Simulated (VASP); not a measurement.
Ca, 10 atoms in the cell. The cell holds a slab with vacuum, 10 atoms: a = 3.952 Å, b = 9.679 Å, c = 28.267 Å, α = 90.00°, β = 90.00°, γ = 90.00°. 

- Program: VASP 6.6.1
- Task: single point
- Functional: PBEsol
- Potentials or basis: VASP PAW PBE potentials, release 64 (Ca_sv)
- Cutoff: 520 eV
- k mesh: 7 × 3 × 1
- Occupations: gaussian, width 0.1 eV
- Spin: no spin polarisation
- Dipole correction: yes
- Further INCAR settings: ALGO = Normal; EDIFF = 1e-06; NBANDS = 61

Potentials or basis: VASP PAW PBE potentials, release 64 (Ca_sv).

Launch:

```bash
$ cat potpaw_PBE.64/Ca_sv/POTCAR > POTCAR
$ mpirun -np 1 vasp_std > vasp.out
```

Hardware: 1 thread of Intel Xeon 8259CL, with other jobs on the host.

Q: How long does it take, and how much memory?

A: Wall time 48 min on 1 thread of Intel Xeon 8259CL, on a shared host, peak memory 1 GiB. Counts: scf iterations 28, k points 8.
